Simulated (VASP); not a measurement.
Input of a VASP 6.6.1 run:

Contents of POSCAR:

```
AgCl
1.0
    0.0000000000      2.8563793285      2.8563793285
    2.8563793285      0.0000000000      2.8563793285
    2.8563793285      2.8563793285      0.0000000000
Ag Cl
1 1
Direct
    0.0000000000      0.0000000000      0.0000000000
    0.5000000000      0.5000000000      0.5000000000
```

The input INCAR.step1:

```
  PREC = Accurate
  ENCUT = 520
  ISMEAR = 0
  SIGMA = 0.01
  LREAL = False
  LASPH = True
  NELM = 60
  NBANDS = 16
  GGA = PE
  ALGO = Normal
  EDIFF = 1E-4
  LWAVE = True
  LCHARG = False
```

Contents of INCAR.step2:

```
  PREC = Accurate
  ENCUT = 520
  EDIFF = 1E-6
  ISMEAR = 0
  SIGMA = 0.01
  LREAL = False
  LASPH = True
  NELM = 60
  ALGO = Normal
  ISIF = 2
  LWAVE = False
  LCHARG = True
  METAGGA = R2SCAN
  LMIXTAU = True
  LELF = True
  LVHAR = True
  NBANDS = 16
  ISTART = 1
```

Contents of KPOINTS:

```
regular mesh
0
Gamma
  8 8 8
```

Potentials or basis: VASP PAW PBE potentials, release 64 (Ag, Cl).

The run is started by

```sh
$ cat potpaw_PBE.64/Ag/POTCAR potpaw_PBE.64/Cl/POTCAR > POTCAR
$ cp INCAR.step1 INCAR
$ mpirun -np 1 vasp_std > vasp.out
$ cp INCAR.step2 INCAR
$ mpirun -np 1 vasp_std > vasp.out
```

(1) Predict the pressure.

(2) Estimate the band gap on the k mesh.

Answers

(1) -3.7 GPa.

(2) 1.44 eV (least direct gap 3.43 eV).

Caveat: the cell differs from its parent crystal (strain +3.0%); the cell stands under tension; the PAW data sets were made with another functional, which shifts forces and pressure a little.
